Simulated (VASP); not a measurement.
# AlNi3 (P4/mmm) in VASP: further runs

Runs on AlNi3. Level: PBE. Tasks: single point.

Everything below comes from runs of VASP 6.6.1. Logs are shortened: lines on timing, memory, paths and dates and some standing lists are left out, and cuts for length are marked.

**1. The cell of the first run**

It takes space group P4/mmm (No. 123, tetragonal). Conventional cell: a = 3.523 Å, b = 3.523 Å, c = 3.488 Å, α = 90.00°, β = 90.00°, γ = 90.00°. Within 3.3 Å of Al (site symmetry 4/mmm) lie 12 Ni at 2.48 to 2.49 Å. Ni (site symmetry mmm) has 4 Al at 2.48 Å and 8 Ni at 2.48 to 2.49 Å within 3.3 Å. Ni (site symmetry 4/mmm) has 8 Ni at 2.48 Å and 4 Al at 2.49 Å within 3.3 Å.

**2. Single point, PBE, collinear spin, ferromagnetic start**

Contents of INCAR:

```
PREC     = Accurate       # precision mode
ENCUT    = 520            # plane-wave cutoff, eV
EDIFF    = 1E-6           # SCF threshold, eV
ISMEAR   = -1             # smearing method
SIGMA    = 0.1            # smearing width, eV
LREAL    = F              # projectors in reciprocal space
LASPH    = T              # aspherical terms in the spheres
NELM     = 150            # most SCF steps
ALGO     = Normal         # electronic algorithm
ISIF     = 2              # what is computed and relaxed
LWAVE    = F              # write WAVECAR
LCHARG   = F              # write CHGCAR
ISPIN    = 2              # spin polarisation
MAGMOM   = 0 1.5 1.5 1.5  # initial moments
LORBIT   = 11             # projections on sites
LMAXMIX  = 4              # l up to which the mixer works
GGA      = PE             # functional
NBANDS   = 28             # bands
```

Contents of KPOINTS:

```
Automatic mesh
0
Gamma
  10 10 10
```

Contents of POSCAR:

```
AlNi3
1.0
    3.5230550000      0.0000000000      0.0000000000
    0.0000000000      3.5230550000      0.0000000000
    0.0000000000      0.0000000000      3.4878244500
Al Ni
1 3
Direct
    0.0000000000      0.0000000000      0.0000000000
    0.0000000000      0.5000000000      0.5000000000
    0.5000000000      0.0000000000      0.5000000000
    0.5000000000      0.5000000000      0.0000000000
```

Potentials or basis: VASP PAW PBE potentials, release 64 (Al, Ni).

Launch:

```
cat potpaw_PBE.64/Al/POTCAR potpaw_PBE.64/Ni/POTCAR > POTCAR
mpirun -np 1 vasp_std > vasp.out
```

OUTCAR:

```text
PREC = Accurate
   ENCUT = 520
   EDIFF = 1E-6
   ISMEAR = -1
   LREAL = F
   LASPH = T
   NELM = 150
   ISIF = 2
   ISPIN = 2
   LORBIT = 11
   GGA = PE

 ion  position               nearest neighbor table
   1  0.000  0.000  0.000-   2 2.48   3 2.48   2 2.48   3 2.48   2 2.48   2 2.48   3 2.48   3 2.48
                             4 2.49   4 2.49   4 2.49   4 2.49
   2  0.000  0.500  0.500-   1 2.48   4 2.48   1 2.48   4 2.48   1 2.48   1 2.48   4 2.48   4 2.48
                             3 2.49   3 2.49   3 2.49   3 2.49
   3  0.500  0.000  0.500-   1 2.48   4 2.48   1 2.48   4 2.48   4 2.48   4 2.48   1 2.48   1 2.48
                             2 2.49   2 2.49   2 2.49   2 2.49
   4  0.500  0.500  0.000-   2 2.48   3 2.48   2 2.48   3 2.48   3 2.48   3 2.48   2 2.48   2 2.48
                             1 2.49   1 2.49   1 2.49   1 2.49

  LATTYP: Found a simple tetragonal cell.
 ALAT       =     3.5230550000
 C/A-ratio  =     0.9900000000

  Lattice vectors:

 A1 = (   3.5230550000,   0.0000000000,   0.0000000000)
 A2 = (   0.0000000000,   3.5230550000,   0.0000000000)
 A3 = (   0.0000000000,   0.0000000000,   3.4878244500)

Analysis of symmetry for initial positions (statically):
=====================================================================
 Subroutine PRICEL returns:
 Original cell was already a primitive cell.

 Routine SETGRP: Setting up the symmetry group for a
 simple tetragonal supercell.

 Subroutine GETGRP returns: Found 16 space group operations
 (whereof 16 operations were pure point group operations)
 out of a pool of 16 trial point group operations.

The static configuration has the point symmetry D_4h.

Analysis of symmetry for dynamics (positions and initial velocities):
=====================================================================
 Subroutine PRICEL returns:
 Original cell was already a primitive cell.

 Routine SETGRP: Setting up the symmetry group for a
 simple tetragonal supercell.

 Subroutine GETGRP returns: Found 16 space group operations
 (whereof 16 operations were pure point group operations)
 out of a pool of 16 trial point group operations.

The dynamic configuration has the point symmetry D_4h.

Analysis of structural, dynamic, and magnetic symmetry:
=====================================================================
 Subroutine PRICEL returns:
 Original cell was already a primitive cell.

 Routine SETGRP: Setting up the symmetry group for a
 simple tetragonal supercell.

 Subroutine GETGRP returns: Found 16 space group operations
 (whereof 16 operations were pure point group operations)
 out of a pool of 16 trial point group operations.

The overall configuration has the point symmetry D_4h.

 Subroutine INISYM returns: Found 16 space group operations
 (whereof 16 operations are pure point group operations),
 and found     1 'primitive' translations

----------------------------------------------------------------------------------------

                                     Primitive cell

  volume of cell :      43.2906

  direct lattice vectors                    reciprocal lattice vectors
     3.523055000  0.000000000  0.000000000     0.283844561  0.000000000  0.000000000
     0.000000000  3.523055000  0.000000000     0.000000000  0.283844561  0.000000000
     0.000000000  0.000000000  3.487824450     0.000000000  0.000000000  0.286711678

  length of vectors
     3.523055000  3.523055000  3.487824450     0.283844561  0.283844561  0.286711678

  position of ions in fractional coordinates (direct lattice)
     0.000000000  0.000000000  0.000000000
     0.000000000  0.500000000  0.500000000
     0.500000000  0.000000000  0.500000000
     0.500000000  0.500000000  0.000000000

  ion indices of the primitive-cell ions
   primitive index   ion index
                 1           1
                 2           2
                 3           3
                 4           4

----------------------------------------------------------------------------------------

 KPOINTS: Automatic mesh

Automatic generation of k-mesh.
 Grid dimensions read from file:
 generate k-points for:   10   10   10

 Generating k-lattice:

  Cartesian coordinates                     Fractional coordinates (reciprocal lattice)
     0.028384456  0.000000000  0.000000000     0.100000000  0.000000000  0.000000000
     0.000000000  0.028384456  0.000000000     0.000000000  0.100000000  0.000000000
     0.000000000  0.000000000  0.028671168     0.000000000  0.000000000  0.100000000

  Length of vectors
     0.028384456  0.028384456  0.028671168

  Shift w.r.t. Gamma in fractional coordinates (k-lattice)
     0.000000000  0.000000000  0.000000000

 Subroutine IBZKPT returns following result:
 ===========================================

 Found    126 irreducible k-points:

 Following reciprocal coordinates:
            Coordinates               Weight
  0.000000  0.000000  0.000000      1.000000
  0.100000  0.000000  0.000000      4.000000
  0.200000  0.000000  0.000000      4.000000
  0.300000  0.000000  0.000000      4.000000
  0.400000  0.000000  0.000000      4.000000
  0.500000  0.000000  0.000000      2.000000
[... 16 lines left out ...]
  0.100000  0.000000  0.100000      8.000000
  0.200000  0.000000  0.100000      8.000000
 [... further k-points ...]
   k-points           NKPTS =    126   k-points in BZ     NKDIM =    126   number of bands    NBANDS=     28
   number of dos      NEDOS =    301   number of ions     NIONS =      4
   total plane-waves  NPLWV =  21952
   dimension x,y,z NGX =    28 NGY =   28 NGZ =   28
   dimension x,y,z NGXF=    56 NGYF=   56 NGZF=   56
   ions per type =               1   3
   NGX,Y,Z   is equivalent  to a cutoff of  13.21, 13.21, 13.35 a.u.
   NGXF,Y,Z  is equivalent  to a cutoff of  26.43, 26.43, 26.69 a.u.
 SYSTEM =  unknown system
   PREC   = accura    normal or accurate (medium, high low for compatibility)
   ISTART =      0    job   : 0-new  1-cont  2-samecut
   ICHARG =      2    charge: 1-file 2-atom 10-const
   ISPIN  =      2    spin polarized calculation?
   LNONCOLLINEAR =      F non collinear calculations
   LSORBIT =      F    spin-orbit coupling
   LASPH  =      T    aspherical Exc in radial PAW
   ENCUT  =  520.0 eV  38.22 Ry    6.18 a.u.   6.55  6.55  6.49*2*pi/ulx,y,z
   NELM   =    150;   NELMIN=  2; NELMDL= -5     # of ELM steps
   EDIFF  = 0.1E-05   stopping-criterion for ELM
   LREAL  =      F    real-space projection
   EDIFFG = 0.1E-04   stopping-criterion for IOM
   NSW    =      0    number of steps for IOM
   IBRION =     -1    ionic relax: 0-MD 1-quasi-New 2-CG
   NFREE  =      0    steps in history (QN), initial steepest desc. (CG)
   ISIF   =      2    stress and relaxation
   ISYM   =      2    0-nonsym 1-usesym 2-fastsym
   POTIM  = 0.5000    time-step for ionic-motion
   TEBEG  =    0.0;   TEEND  =   0.0 temperature during run
   PSTRESS=    0.0 pullay stress
   NELECT =      33.0000    total number of electrons
   NUPDOWN=      -1.0000    fix difference up-down
   EMIN   =  10.00;   EMAX   =-10.00  energy-range for DOS
   EFERMI =   0.00;   METHOD = LEGACY
   ISMEAR =    -1;   SIGMA  =   0.10  broadening in eV -4-tet -1-fermi 0-gaus
   EFERMI_NEDOS =   21; number of points for ismear=-14 and -15
   IALGO  =     38    algorithm
   IMIX   =      4    mixing-type and parameters
     AMIX     =   0.40;   BMIX     =  1.00
     AMIX_MAG =   1.60;   BMIX_MAG =  1.00
  volume/ion in A,a.u.               =      10.82        73.03
  Fermi-wavevector in a.u.,A,eV,Ry     =   1.495484  2.826054 30.429038  2.236471
  Thomas-Fermi vector in A             =   2.607623
   LORBIT       =     11    0 simple, 1 ext, 2 COOP (PROOUT), +10 PAW based schemes
   GGA     = PE    functional components
   LHFCALC =     F    Hartree Fock is set to
   AEXX    =    0.0000 exact exchange contribution
   IVDW    =     0    specifies the selected vdW correction
   LEPSILON=     F    determine dielectric tensor
   LRPA    =     F    only Hartree local field effects (RPA)
 spin polarized calculation
  energy-cutoff  :      520.00
  volume of cell :       43.29
 maximum number of plane-waves:      1189
 NGX is ok and might be reduce to    28
   NGX = 13   NGY = 13   NGZ = 13

 number of electron      32.9999982 magnetization       0.0036798

 number of electron      32.9999982 magnetization      -0.0062030

 Free energy of the ion-electron system (eV)
  ---------------------------------------------------
  ext. energy  EPLUGINS =         0.00000000
  ---------------------------------------------------
  free energy    TOTEN  =       -21.89861140 eV

  energy without entropy =      -21.75999756  energy(sigma->0) =      -21.82930448

 E-fermi :  10.0635     XC(G=0): -12.9085

 val. band max:       10.0599700046   @ k =   0.2000   0.1000   0.2000
 cond. band min:      10.0641390919   @ k =   0.2000   0.2000   0.1000
 fundamental gap:      0.0041690873
 Fermi energy:        10.0635012834

 spin component 1

 k-point     1 :       0.0000    0.0000    0.0000
  band No.  band energies     occupation
      1      -0.1800      1.00000
      2       5.5770      1.00000
      3       6.2974      1.00000
      4       6.3139      1.00000
      5       6.7393      1.00000
      6       6.7477      1.00000
[... 733 lines left out ...]
     27      23.4836      0.00000
     28      24.1249      0.00000

 [... further k-points ...]

 spin component 2

 k-point     1 :       0.0000    0.0000    0.0000
  band No.  band energies     occupation
      1      -0.1797      1.00000
      2       5.5763      1.00000
      3       6.2960      1.00000
      4       6.3125      1.00000
      5       6.7369      1.00000
      6       6.7452      1.00000
[... 733 lines left out ...]
     27      23.4836      0.00000
     28      24.1248      0.00000

 [... further k-points ...]

------------------------ aborting loop because EDIFF is reached ----------------------------------------

  FORCE on cell =-STRESS in cart. coord.  units (eV):
  Direction    XX          YY          ZZ          XY          YZ          ZX
  --------------------------------------------------------------------------------------
  -------------------------------------------------------------------------------------
  Total        2.4796553      2.4796553      2.7247623      0.0000000     -0.0000000      0.0000000
  in kB       91.7716265     91.7716265    100.8429977      0.0000000     -0.0000000      0.0000000
  external PRESSURE =      94.7954169 kB  Pullay stress =       0.0000000 kB

 VOLUME and BASIS-vectors are now :
 -----------------------------------------------------------------------------
  energy-cutoff  :      520.00
  volume of cell :       43.29
      direct lattice vectors                 reciprocal lattice vectors
     3.523055000  0.000000000  0.000000000     0.283844561  0.000000000  0.000000000
     0.000000000  3.523055000  0.000000000     0.000000000  0.283844561  0.000000000
     0.000000000  0.000000000  3.487824450     0.000000000  0.000000000  0.286711678

 POSITION                                       TOTAL-FORCE (eV/Angst)
 -----------------------------------------------------------------------------------
      0.00000      0.00000      0.00000         0.000000      0.000000      0.000000
      0.00000      1.76153      1.74391         0.000000      0.000000      0.000000
      1.76153      0.00000      1.74391         0.000000      0.000000      0.000000
      1.76153      1.76153      0.00000         0.000000      0.000000      0.000000
 -----------------------------------------------------------------------------------
    total drift:                                0.000000      0.000000      0.000000

  FREE ENERGIE OF THE ION-ELECTRON SYSTEM (eV)
  ---------------------------------------------------
  free  energy   TOTEN  =       -21.8986114045 eV

  energy  without entropy=      -21.7599975598  energy(sigma->0) =      -21.82930448

 total charge

# of ion       s       p       d       tot
------------------------------------------
    1        0.413   0.410   0.000   0.824
    2        0.511   0.554   8.403   9.469
    3        0.511   0.554   8.403   9.469
    4        0.511   0.554   8.400   9.465
--------------------------------------------------
tot          1.947   2.074  25.206  29.227

 magnetization (x)

# of ion       s       p       d       tot
------------------------------------------
    1       -0.000   0.000   0.000   0.000
    2        0.000   0.000  -0.002  -0.002
    3        0.000   0.000  -0.002  -0.002
    4        0.000   0.000  -0.002  -0.002
--------------------------------------------------
tot          0.000   0.000  -0.007  -0.006
```

Wall time 7.4 min (1 thread of Intel Xeon Platinum 8488C (Sapphire Rapids), shared host); peak memory 0.33 GiB.

What came out:

```yaml
Free_energy: -21.8986 eV
Pressure: 9.5 GPa
Net_moment: -0.01 μB per cell
Valence_electrons_inside_the_program's_atomic_spheres: Al 0.82; Ni 9.47, 9.46 (each value once)
```

Stress tensor (GPa, compression positive):
```
 9.18  0.00  0.00
 0.00  9.18  0.00
 0.00  0.00 10.08
```

Levels at points of the mesh, in eV from the Fermi level:
Spin up:
| k point | band 14 | band 15 | band 16 | band 17 | band 18 | band 19 | band 20 | band 21 |
| --- | --- | --- | --- | --- | --- | --- | --- | --- |
| (0.00, 0.00, 0.00) | 0.14 | 0.18 | 0.18 | 0.80 | 0.80 | 1.02 | 6.77 | 6.89 |
| (0.50, 0.00, 0.00) | -1.09 | -0.96 | -0.40 | 0.18 | 5.64 | 5.68 | 5.82 | 5.87 |
| (0.50, 0.50, 0.00) | -1.19 | -0.92 | -0.82 | -0.53 | 1.03 | 1.03 | 8.48 | 8.48 |
| (0.00, 0.00, 0.50) | -1.11 | -0.95 | -0.43 | 0.14 | 5.71 | 5.71 | 5.75 | 5.75 |
| (0.50, 0.00, 0.50) | -1.17 | -0.89 | -0.80 | -0.52 | 1.06 | 1.07 | 8.32 | 8.38 |
| (0.50, 0.50, 0.50) | -1.04 | -0.99 | -0.23 | -0.06 | -0.06 | -0.04 | 3.69 | 4.31 |
Spin down:
```csv
k point,band 14,band 15,band 16,band 17,band 18,band 19,band 20,band 21
"(0.00, 0.00, 0.00)",0.14,0.17,0.17,0.80,0.80,1.02,6.77,6.89
"(0.50, 0.00, 0.00)",-1.09,-0.96,-0.41,0.17,5.64,5.68,5.82,5.87
"(0.50, 0.50, 0.00)",-1.19,-0.92,-0.82,-0.53,1.02,1.02,8.48,8.48
"(0.00, 0.00, 0.50)",-1.11,-0.96,-0.44,0.14,5.71,5.71,5.75,5.75
"(0.50, 0.00, 0.50)",-1.17,-0.89,-0.80,-0.52,1.06,1.06,8.32,8.38
"(0.50, 0.50, 0.50)",-1.04,-0.99,-0.23,-0.06,-0.06,-0.04,3.69,4.31
```

Caveat: the cell stands under pressure; the moments typed at the start vanished in this run.

**3. Single point, PBE, collinear spin, ferromagnetic start**

This run uses another cell than the first one, of 11.04 Å³/atom.

Contents of INCAR:

```
  PREC = Accurate
  ENCUT = 520
  EDIFF = 1E-7
  ISMEAR = -1
  SIGMA = 0.1
  LREAL = False
  LASPH = True
  NELM = 150
  ALGO = Normal
  ISIF = 2
  LWAVE = False
  LCHARG = False
  ISPIN = 2
  MAGMOM = 0 1.5 1.5 1.5
  LORBIT = 11
  LMAXMIX = 4
  GGA = PE
  NBANDS = 28
```

Contents of KPOINTS:

```
regular mesh
0
Gamma
  10 10 10
```

POSCAR: that of step 2 with these lines changed.

```diff
@@ -4,3 +4,3 @@
     0.0000000000      3.5230550000      0.0000000000
-    0.0000000000      0.0000000000      3.4878244500
+    0.0000000000      0.0000000000      3.5582855500
 Al Ni
```

Potentials or basis: VASP PAW PBE potentials, release 64 (Al, Ni).

Launch:

```
cat potpaw_PBE.64/Al/POTCAR potpaw_PBE.64/Ni/POTCAR > POTCAR
mpirun -np 1 vasp_std > vasp.out
```

OUTCAR:

```text
PREC = Accurate
   ENCUT = 520
   EDIFF = 1E-7
   ISMEAR = -1
   LREAL = False
   LASPH = True
   NELM = 150
   ISIF = 2
   ISPIN = 2
   LORBIT = 11
   GGA = PE

 ion  position               nearest neighbor table
   1  0.000  0.000  0.000-   4 2.49   4 2.49   4 2.49   4 2.49   3 2.50   2 2.50   3 2.50   2 2.50
                             3 2.50   2 2.50   3 2.50   2 2.50
   2  0.000  0.500  0.500-   3 2.49   3 2.49   3 2.49   3 2.49   4 2.50   1 2.50   1 2.50   1 2.50
                             4 2.50   4 2.50   4 2.50   1 2.50
   3  0.500  0.000  0.500-   2 2.49   2 2.49   2 2.49   2 2.49   4 2.50   1 2.50   4 2.50   4 2.50
                             1 2.50   4 2.50   1 2.50   1 2.50
[... 1725 lines left out ...]
     0.000000000  0.000000000  3.558285550     0.000000000  0.000000000  0.281034219

 POSITION                                       TOTAL-FORCE (eV/Angst)
 -----------------------------------------------------------------------------------
      0.00000      0.00000      0.00000         0.000000      0.000000      0.000000
      0.00000      1.76153      1.77914         0.000000      0.000000      0.000000
      1.76153      0.00000      1.77914         0.000000      0.000000      0.000000
      1.76153      1.76153      0.00000         0.000000      0.000000      0.000000
 -----------------------------------------------------------------------------------
    total drift:                                0.000000      0.000000      0.000000

  FREE ENERGIE OF THE ION-ELECTRON SYSTEM (eV)
  ---------------------------------------------------
  free  energy   TOTEN  =       -21.9385268935 eV

  energy  without entropy=      -21.7970094302  energy(sigma->0) =      -21.86776816

 total charge

# of ion       s       p       d       tot
------------------------------------------
    1        0.411   0.402   0.000   0.812
    2        0.502   0.535   8.391   9.429
    3        0.502   0.535   8.391   9.429
    4        0.502   0.536   8.394   9.432
--------------------------------------------------
tot          1.917   2.008  25.176  29.101

 magnetization (x)

# of ion       s       p       d       tot
------------------------------------------
    1       -0.000  -0.000   0.000  -0.000
    2       -0.000  -0.000   0.009   0.009
    3       -0.000  -0.000   0.009   0.009
    4       -0.000  -0.000   0.009   0.009
--------------------------------------------------
tot         -0.000  -0.001   0.027   0.026
```

OSZICAR:

```text
N       E                     dE             d eps       ncg     rms          rms(c)
DAV:   1     0.198667424005E+03    0.19867E+03   -0.13955E+04 14360   0.151E+03
DAV:   2    -0.126913889798E+02   -0.21136E+03   -0.19597E+03 14148   0.296E+02
[... 24 lines left out ...]
DAV:  27    -0.219385260459E+02    0.31342E-06   -0.76378E-06 17300   0.538E-02    0.257E-03
DAV:  28    -0.219385259854E+02    0.60532E-07   -0.11330E-05 17920   0.547E-02    0.222E-03
DAV:  29    -0.219385266244E+02   -0.63903E-06   -0.33046E-06 19348   0.235E-02    0.939E-04
DAV:  30    -0.219385266966E+02   -0.72202E-07   -0.14032E-06 17008   0.222E-02    0.737E-04
DAV:  31    -0.219385268625E+02   -0.16589E-06   -0.55998E-07 14404   0.802E-03    0.529E-04
DAV:  32    -0.219385268935E+02   -0.31003E-07   -0.29707E-07 13516   0.948E-03
   1 F= -.21938527E+02 E0= -.21867768E+02  d E =-.141517E+00  mag=     0.0247
```

It took 11 min on 1 thread of Intel Xeon Platinum 8488C (Sapphire Rapids), shared host; peak memory 0.34 GiB.

What came out:

| Property | Result |
| --- | --- |
| Free energy | -21.9385 eV |
| Pressure | 5.2 GPa |
| Net moment | 0.02 μB per cell |
| Valence electrons inside the program's atomic spheres | Al 0.81; Ni 9.43 |

Stress tensor (GPa, compression positive):
```
5.54 0.00 0.00
0.00 5.54 0.00
0.00 0.00 4.62
```

Caveat: the cell stands under pressure; the moments typed at the start vanished in this run.
